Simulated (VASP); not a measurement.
# Au (Pm-3m) in VASP: notebook

Au is run at these levels: LDA; tasks: single point, relaxation of cell and atoms.

All numbers are computed with VASP 6.6.1; they aren't measurements. Logs are shortened: lines on timing, memory, paths and dates and some standing lists are left out, and cuts for length are marked.

**1. The cell of the first run**

The structure is cubic, space group Pm-3m (No. 221). The conventional cell has a = 2.826 Å, b = 2.826 Å, c = 2.826 Å, α = 90.00°, β = 90.00°, γ = 90.00°. Within 3.7 Å of Au (site symmetry m-3m) lie 6 Au at 2.83 Å.

This isn't the form of Au at room conditions, which is fcc.

**2. Single point, LDA**

File INCAR:

```
SYSTEM = Au
PREC = Accurate
ENCUT = 520
EDIFF = 1E-7
ISMEAR = -1
SIGMA = 0.05
LREAL = .FALSE.
LASPH = .TRUE.
NELM = 100
ALGO = Normal
ISIF = 2
LWAVE = .FALSE.
LCHARG = .FALSE.
GGA = CA
NBANDS = 12
```

File KPOINTS:

```
Automatic mesh
0
G
  16 16 16
  0 0 0
```

File POSCAR:

```
Au
1.0
    2.8256100120      0.0000000000      0.0000000000
    0.0000000000      2.8256100120      0.0000000000
    0.0000000000      0.0000000000      2.8256100120
Au
1
Direct
    0.0000000000      0.0000000000      0.0000000000
```

Potentials or basis: VASP PAW LDA potentials, release 64 (Au).

The run is started by

```bash
$ cat potpaw_LDA.64/Au/POTCAR > POTCAR
$ mpirun -np 1 vasp_std > vasp.out
```

OUTCAR:

```text
SYSTEM = Au
   PREC = Accurate
   ENCUT = 520
   EDIFF = 1E-7
   ISMEAR = -1
   LREAL = .FALSE.
   LASPH = .TRUE.
   NELM = 100
   ISIF = 2
   GGA = CA

 ion  position               nearest neighbor table
   1  0.000  0.000  0.000-

  LATTYP: Found a simple cubic cell.
 ALAT       =     2.8256100120

  Lattice vectors:

 A1 = (   2.8256100120,   0.0000000000,   0.0000000000)
 A2 = (   0.0000000000,   2.8256100120,   0.0000000000)
 A3 = (   0.0000000000,   0.0000000000,   2.8256100120)

Analysis of symmetry for initial positions (statically):
=====================================================================
 Subroutine PRICEL returns:
 Original cell was already a primitive cell.

 Routine SETGRP: Setting up the symmetry group for a
 simple cubic supercell.

 Subroutine GETGRP returns: Found 48 space group operations
 (whereof 48 operations were pure point group operations)
 out of a pool of 48 trial point group operations.

The static configuration has the point symmetry O_h .

Analysis of symmetry for dynamics (positions and initial velocities):
=====================================================================
 Subroutine PRICEL returns:
 Original cell was already a primitive cell.

 Routine SETGRP: Setting up the symmetry group for a
 simple cubic supercell.

 Subroutine GETGRP returns: Found 48 space group operations
 (whereof 48 operations were pure point group operations)
 out of a pool of 48 trial point group operations.

The dynamic configuration has the point symmetry O_h .

 Subroutine INISYM returns: Found 48 space group operations
 (whereof 48 operations are pure point group operations),
 and found     1 'primitive' translations

----------------------------------------------------------------------------------------

                                     Primitive cell

  volume of cell :      22.5599

  direct lattice vectors                    reciprocal lattice vectors
     2.825610012  0.000000000  0.000000000     0.353905881  0.000000000  0.000000000
     0.000000000  2.825610012  0.000000000     0.000000000  0.353905881  0.000000000
     0.000000000  0.000000000  2.825610012     0.000000000  0.000000000  0.353905881

  length of vectors
     2.825610012  2.825610012  2.825610012     0.353905881  0.353905881  0.353905881

  position of ions in fractional coordinates (direct lattice)
     0.000000000  0.000000000  0.000000000

  ion indices of the primitive-cell ions
   primitive index   ion index
                 1           1

----------------------------------------------------------------------------------------

 KPOINTS: Automatic mesh

Automatic generation of k-mesh.
 Grid dimensions read from file:
 generate k-points for:   16   16   16

 Generating k-lattice:

  Cartesian coordinates                     Fractional coordinates (reciprocal lattice)
     0.022119118  0.000000000  0.000000000     0.062500000  0.000000000  0.000000000
     0.000000000  0.022119118  0.000000000     0.000000000  0.062500000  0.000000000
     0.000000000  0.000000000  0.022119118     0.000000000  0.000000000  0.062500000

  Length of vectors
     0.022119118  0.022119118  0.022119118

  Shift w.r.t. Gamma in fractional coordinates (k-lattice)
     0.000000000  0.000000000  0.000000000

 Subroutine IBZKPT returns following result:
 ===========================================

 Found    165 irreducible k-points:

 Following reciprocal coordinates:
            Coordinates               Weight
  0.000000  0.000000  0.000000      1.000000
  0.062500  0.000000  0.000000      6.000000
  0.125000  0.000000  0.000000      6.000000
  0.187500  0.000000  0.000000      6.000000
  0.250000  0.000000  0.000000      6.000000
  0.312500  0.000000  0.000000      6.000000
[... 16 lines left out ...]
  0.437500  0.125000  0.000000     24.000000
  0.500000  0.125000  0.000000     12.000000
 [... further k-points ...]
   k-points           NKPTS =    165   k-points in BZ     NKDIM =    165   number of bands    NBANDS=     12
   number of dos      NEDOS =    301   number of ions     NIONS =      1
   total plane-waves  NPLWV =  13824
   dimension x,y,z NGX =    24 NGY =   24 NGZ =   24
   dimension x,y,z NGXF=    48 NGYF=   48 NGZF=   48
   ions per type =               1
   NGX,Y,Z   is equivalent  to a cutoff of  14.12, 14.12, 14.12 a.u.
   NGXF,Y,Z  is equivalent  to a cutoff of  28.24, 28.24, 28.24 a.u.
 SYSTEM =  Au
   PREC   = accura    normal or accurate (medium, high low for compatibility)
   ISTART =      0    job   : 0-new  1-cont  2-samecut
   ICHARG =      2    charge: 1-file 2-atom 10-const
   ISPIN  =      1    spin polarized calculation?
   LNONCOLLINEAR =      F non collinear calculations
   LSORBIT =      F    spin-orbit coupling
   LASPH  =      T    aspherical Exc in radial PAW
   ENCUT  =  520.0 eV  38.22 Ry    6.18 a.u.   5.25  5.25  5.25*2*pi/ulx,y,z
   NELM   =    100;   NELMIN=  2; NELMDL= -5     # of ELM steps
   EDIFF  = 0.1E-06   stopping-criterion for ELM
   LREAL  =      F    real-space projection
   EDIFFG = 0.1E-05   stopping-criterion for IOM
   NSW    =      0    number of steps for IOM
   IBRION =     -1    ionic relax: 0-MD 1-quasi-New 2-CG
   NFREE  =      0    steps in history (QN), initial steepest desc. (CG)
   ISIF   =      2    stress and relaxation
   ISYM   =      2    0-nonsym 1-usesym 2-fastsym
   POTIM  = 0.5000    time-step for ionic-motion
   TEBEG  =    0.0;   TEEND  =   0.0 temperature during run
   PSTRESS=    0.0 pullay stress
   NELECT =      11.0000    total number of electrons
   NUPDOWN=      -1.0000    fix difference up-down
   EMIN   =  10.00;   EMAX   =-10.00  energy-range for DOS
   EFERMI =   0.00;   METHOD = LEGACY
   ISMEAR =    -1;   SIGMA  =   0.05  broadening in eV -4-tet -1-fermi 0-gaus
   EFERMI_NEDOS =   21; number of points for ismear=-14 and -15
   IALGO  =     38    algorithm
   IMIX   =      4    mixing-type and parameters
     AMIX     =   0.40;   BMIX     =  1.00
     AMIX_MAG =   1.60;   BMIX_MAG =  1.00
  volume/ion in A,a.u.               =      22.56       152.24
  Fermi-wavevector in a.u.,A,eV,Ry     =   1.288527  2.434963 22.589776  1.660302
  Thomas-Fermi vector in A             =   2.420475
   LORBIT       =      0    0 simple, 1 ext, 2 COOP (PROOUT), +10 PAW based schemes
   GGA     = CA    functional components
   LHFCALC =     F    Hartree Fock is set to
   AEXX    =    0.0000 exact exchange contribution
   IVDW    =     0    specifies the selected vdW correction
   LEPSILON=     F    determine dielectric tensor
   LRPA    =     F    only Hartree local field effects (RPA)
 non-spin polarized calculation
  energy-cutoff  :      520.00
  volume of cell :       22.56
 maximum number of plane-waves:       627
 NGX is ok and might be reduce to    24
   NGX = 11   NGY = 11   NGZ = 11

 number of electron      11.0000000 magnetization

 Free energy of the ion-electron system (eV)
  ---------------------------------------------------
  ext. energy  EPLUGINS =         0.00000000
  ---------------------------------------------------
  free energy    TOTEN  =        -3.96911664 eV

  energy without entropy =       -3.96740495  energy(sigma->0) =       -3.96826080

 E-fermi :   4.9596     XC(G=0): -11.2894

 val. band max:        4.8360612158   @ k =   0.5000   0.0000   0.0000
 cond. band min:       5.0088077269   @ k =   0.4375   0.1875   0.0000
 fundamental gap:      0.1727465111
 Fermi energy:         4.9596454771

 k-point     1 :       0.0000    0.0000    0.0000
  band No.  band energies     occupation
      1      -2.1714      2.00000
      2      -0.1236      2.00000
      3      -0.1236      2.00000
      4       3.5539      2.00000
      5       3.5539      2.00000
      6       3.5539      2.00000
      7      18.2586      0.00000
      8      18.2586      0.00000
      9      18.2586      0.00000
     10      22.7505      0.00000
     11      25.0840      0.00000
     12      25.0840      0.00000

 k-point     2 :       0.0625    0.0000    0.0000
  band No.  band energies     occupation
      1      -2.0831      2.00000
      2      -0.1111      2.00000
      3      -0.0585      2.00000
      4       3.5003      2.00000
      5       3.5003      2.00000
      6       3.5583      2.00000
      7      17.4745      0.00000
      8      18.3998      0.00000
      9      18.3998      0.00000
     10      23.1872      0.00000
     11      24.8459      0.00000
     12      25.5453      0.00000

 k-point     3 :       0.1250    0.0000    0.0000
  band No.  band energies     occupation
      1      -1.8344      2.00000
      2      -0.0754      2.00000
      3       0.1458      2.00000
      4       3.3512      2.00000
      5       3.3512      2.00000
      6       3.5706      2.00000
      7      15.8751      0.00000
      8      18.8076      0.00000
      9      18.8076      0.00000
     10      23.6158      0.00000
     11      24.2436      0.00000
     12      27.0416      0.00000
[... 286 lines left out ...]
 k-point    23 :       0.4375    0.1250    0.0000
  band No.  band energies     occupation
      1      -0.0451      2.00000
      2       0.5048      2.00000
      3       1.7920      2.00000
      4       2.3968      2.00000
      5       3.4812      2.00000
      6       4.6142      1.99800
      7       7.7753      0.00000
      8      19.8649      0.00000
      9      21.3416      0.00000
     10      22.7665      0.00000
     11      23.4019      0.00000
     12      28.5609      0.00000

 k-point    24 :       0.5000    0.1250    0.0000
  band No.  band energies     occupation
      1       0.0041      2.00000
      2       0.5310      2.00000
      3       1.7509      2.00000
      4       2.3560      2.00000
      5       3.4863      2.00000
      6       5.5587      0.00001
      7       6.7100      0.00000
      8      20.6661      0.00000
      9      20.6810      0.00000
     10      22.4071      0.00000
     11      23.7273      0.00000
     12      28.2092      0.00000

 [... further k-points ...]

------------------------ aborting loop because EDIFF is reached ----------------------------------------

  FORCE on cell =-STRESS in cart. coord.  units (eV):
  Direction    XX          YY          ZZ          XY          YZ          ZX
  --------------------------------------------------------------------------------------
  -------------------------------------------------------------------------------------
  Total       -2.1742731     -2.1742731     -2.1742731      0.0000000      0.0000000     -0.0000000
  in kB     -154.4144786   -154.4144786   -154.4144786      0.0000000      0.0000000     -0.0000000
  external PRESSURE =    -154.4144786 kB  Pullay stress =       0.0000000 kB

 VOLUME and BASIS-vectors are now :
 -----------------------------------------------------------------------------
  energy-cutoff  :      520.00
  volume of cell :       22.56
      direct lattice vectors                 reciprocal lattice vectors
     2.825610012  0.000000000  0.000000000     0.353905881  0.000000000  0.000000000
     0.000000000  2.825610012  0.000000000     0.000000000  0.353905881  0.000000000
     0.000000000  0.000000000  2.825610012     0.000000000  0.000000000  0.353905881

 POSITION                                       TOTAL-FORCE (eV/Angst)
 -----------------------------------------------------------------------------------
      0.00000      0.00000      0.00000         0.000000      0.000000      0.000000
 -----------------------------------------------------------------------------------
    total drift:                                0.000000      0.000000     -0.000000

  FREE ENERGIE OF THE ION-ELECTRON SYSTEM (eV)
  ---------------------------------------------------
  free  energy   TOTEN  =        -3.9691166430 eV

  energy  without entropy=       -3.9674049502  energy(sigma->0) =       -3.96826080
```

Run time: 20 s. Hardware: 1 thread of AMD EPYC 9R45 (Zen 5), shared host; peak memory 0.13 GiB.

What came out:

| Item | Value |
| --- | --- |
| Free energy | -3.9691 eV |
| Pressure | -15.4 GPa |
| Band gap on the k mesh | zero (an odd number of electrons rules out a gap without spin polarisation) |

Caveat: the cell stands under tension; spin-orbit coupling is left out, which moves the levels of the heavy elements.

**3. Relaxation of cell and atoms, LDA**

This run uses another cell than the first one, of 19.00 Å³/atom.

File INCAR:

```
PREC = Accurate
ENCUT = 600
EDIFF = 1E-7
ISMEAR = -1
SIGMA = 0.05
LREAL = False
LASPH = True
NELM = 60
ALGO = Normal
ISIF = 3
LWAVE = False
LCHARG = False
IBRION = 2
NSW = 45
EDIFFG = -0.005
```

File KPOINTS:

```
regular mesh
0
Gamma
  16 16 16
```

File POSCAR:

```
Au
1.0
    2.6685457601      0.0000000000      0.0000000000
    0.0000000000      2.6685457601      0.0000000000
    0.0000000000      0.0000000000      2.6685457601
Au
1
Direct
    0.0000000000      0.0000000000      0.0000000000
```

Potentials or basis: VASP PAW LDA potentials, release 64 (Au).

The run is started by

```bash
$ cat potpaw_LDA.64/Au/POTCAR > POTCAR
$ mpirun -np 1 vasp_std > vasp.out
```

Wall time 31 s (1 thread of AMD EPYC 9R45 (Zen 5), shared host); peak memory 0.13 GiB.

It converged, with:

* Free energy: -4.1695 eV
* Relaxed volume: 19.07 Å³/atom
* Relaxed cell: a = 2.672 Å, b = 2.672 Å, c = 2.672 Å, α = 90.00°, β = 90.00°, γ = 90.00°
* Space group after relaxing (to 0.1 Å): Pm-3m (No. 221)
* Energy gained by relaxing: 0.1 meV/atom
* Ionic steps: 3
* Pressure after relaxing: 0.0 GPa
* Band gap on the k mesh: zero (an odd number of electrons rules out a gap without spin polarisation)

The path:
```
step  energy change (eV)  largest force (eV/Å)  pressure (GPa)  volume (Å³)
   1              0.0000                0.0000            0.53        19.00
   2              0.0002                0.0000           -0.80        19.18
   3             -0.0001                0.0000           -0.02        19.07
```

Final structure:
```cif
data_structure
_symmetry_space_group_name_H-M 'P 1'
_symmetry_Int_Tables_number 1
_cell_length_a 2.6718
_cell_length_b 2.6718
_cell_length_c 2.6718
_cell_angle_alpha 90.000
_cell_angle_beta 90.000
_cell_angle_gamma 90.000
_cell_volume 19.07
loop_
_atom_site_label
_atom_site_type_symbol
_atom_site_fract_x
_atom_site_fract_y
_atom_site_fract_z
_atom_site_occupancy
Au1 Au 0.00000 0.00000 0.00000 1
```

Levels at points of the mesh, in eV from the Fermi level:
```tsv
k point	band 3	band 4	band 5	band 6	band 7	band 8
(0.00, 0.00, 0.00)	-6.17	-1.32	-1.32	-1.32	14.31	14.31
(0.50, 0.00, 0.00)	-2.99	-2.99	-1.16	-0.76	2.51	16.45
(0.50, 0.50, 0.00)	-2.69	-2.69	-0.04	3.84	3.84	7.28
(0.50, 0.50, 0.50)	-5.35	0.07	0.07	8.82	8.82	8.82
```

Caveat: spin-orbit coupling is left out, which moves the levels of the heavy elements.

The gap in the log of VASP goes by the Fermi energy; the results here count the filled bands.